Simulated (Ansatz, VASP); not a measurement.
## Au: VASP and Ansatz over several settings

```
Au
1.0
     0.00000    1.99346    1.99346
     1.99346    0.00000    1.99346
     1.99346    1.99346    0.00000
Au
1
Cartesian
  0.0000 0.0000 0.0000
```

Single points on this cell with VASP 6.6.1 and Ansatz 0.2.0. Each row is one pair of runs. Alike in all rows: spin: off; smearing: fermi-dirac, width 0.05 eV.

```tsv
level	k mesh	VASP's potentials, cutoff	Ansatz's potentials, cutoff	gap on the k mesh at the Fermi level (eV), VASP	gap on the k mesh at the Fermi level (eV), Ansatz	pressure (GPa), VASP	pressure (GPa), Ansatz
r2SCAN0	6 × 6 × 6	VASP PAW PBE potentials, release 64 (Au), 520 eV	Ansatz PAW, 500 eV	none	none	21.2	21.0
LDA	11 × 11 × 11	VASP PAW LDA potentials, release 64 (Au), 520 eV	Ansatz PAW, 420 eV	none	none	10.6	10.0
HSE06	6 × 6 × 6	VASP PAW PBE potentials, release 64 (Au), 520 eV	Ansatz PAW, 420 eV	none	none	22.6	22.6
PBE0	6 × 6 × 6	VASP PAW PBE potentials, release 64 (Au), 520 eV	Ansatz PAW, 420 eV	none	none	22.9	23.1
```

Pressure (GPa): the two programs differ by at most 0.6.

VASP's potentials hold 11 valence electrons a cell and Ansatz's 19, so a difference there can come from the potentials and not from the codes.

A gap of «none» marks a metal or a gap that the smearing closes.

The k mesh is coarse in some rows, so the values compare programs but aren't converged. Spin-orbit coupling is off throughout.
